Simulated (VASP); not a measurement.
Input of a VASP 6.6.1 run:

INCAR

```
SYSTEM = InP
PREC     = Accurate       ! precision mode
ENCUT    = 600            ! plane-wave cutoff, eV
EDIFF    = 1E-8           ! SCF threshold, eV
ISMEAR   = 0              ! smearing method
SIGMA    = 0.01           ! smearing width, eV
LREAL    = .False.        ! projectors in reciprocal space
LASPH    = .True.         ! aspherical terms in the spheres
NELM     = 100            ! most SCF steps
ALGO     = Normal         ! electronic algorithm
ISIF     = 3              ! what is computed and relaxed
LWAVE    = .False.        ! write WAVECAR
LCHARG   = .True.         ! write CHGCAR
GGA      = CA             ! functional
IBRION   = 6              ! ionic algorithm
NFREE    = 2            
POTIM    = 0.015          ! step
NSW      = 1              ! ionic steps
```

KPOINTS

```
regular mesh
0
Gamma
  14 14 14
  0 0 0
```

The input POSCAR:

```
InP
1.0
    0.0000000000      2.9135177457      2.9135177457
    2.9135177457      0.0000000000      2.9135177457
    2.9135177457      2.9135177457      0.0000000000
In P
1 1
Direct
    0.0000000000      0.0000000000      0.0000000000
    0.7500000000      0.7500000000      0.7500000000
```

Potentials or basis: VASP PAW LDA potentials, release 64 (In_d, P).

Command:

```bash
$ cat potpaw_LDA.64/In_d/POTCAR potpaw_LDA.64/P/POTCAR > POTCAR
$ mpirun -np 1 vasp_std > vasp.out
```

Question: Predict the elastic constants C11, C12, C44.

Answer: 101, 57, 46 GPa.

Question: What does it give for the Voigt bulk modulus?

Answer: 72 GPa.

Question: What does it give for the highest phonon frequency at Γ, LO-TO splitting left out?

Answer: 303 cm⁻¹.

Elastic tensor in Voigt notation (GPa, in the Cartesian axes of the cell as first typed):
```
101  57  57   0   0   0
 57 101  57   0   0   0
 57  57 101   0   0   0
  0   0   0  46   0   0
  0   0   0   0  46   0
  0   0   0   0   0  46
```
